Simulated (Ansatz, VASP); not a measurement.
## LiBe16: VASP beside Ansatz

```xyz
17
Lattice="-2.2900 -3.9664 0.0000 3.4350 -1.9832 0.0000 0.0000 0.0000 7.1769" Properties=species:S:1:pos:R:3 pbc="T T T"
Be   -0.1458   -3.9783   -0.3216
Be    0.4770   -3.1991    1.3204
Be   -0.0843   -3.6938    3.3273
Be   -0.1609   -2.5180    5.3157
Be   -1.3044   -1.9128    0.1033
Be    3.1829   -3.6323    1.9817
Be   -1.3028   -1.7251    3.7476
Be    2.1498   -2.4737    5.4051
Be    0.9122   -1.8404   -0.1191
Be    1.1664   -0.3150    1.6109
Be    1.0352   -1.7430    3.6491
Be    1.0195   -0.4920    5.2830
Be   -0.0589    0.1129   -0.0848
Be    1.4509   -4.6068    2.0134
Be   -0.0532    0.1152    3.6135
Be    1.0444   -4.4812    5.3211
Li    2.1227   -2.0370    1.7854
```

Alike in both runs: functional r2SCAN; dispersion D3(BJ); k mesh 2 × 3 × 2; occupations fermi-dirac, width 0.1 eV; no spin polarisation.

Ansatz relaxed the structure, and its values are those at the end. VASP's run is a single point on that final structure, the one shown.

```csv
,VASP,Ansatz
version,VASP 6.6.1,Ansatz 0.2.0
potentials or method,"VASP PAW PBE potentials, release 64 (Be, Li_sv), cutoff 520 eV","scalar-relativistic, plane waves, PAW"
valence electrons in the cell,35,35
```

|  | VASP | Ansatz | Ansatz less VASP |
| --- | --- | --- | --- |
| rms of the force components (eV/Å) | 0.031 | 0.025 | -0.0056 |

VASP's potentials were made for PBE, not for r2SCAN. Ansatz's warnings: dispersion damping borrowed.

The k mesh is coarse, so the values compare programs but aren't converged. Noted on VASP's run: the cutoff is under 1.25 times that of the potentials, so the pressure is a little rough.
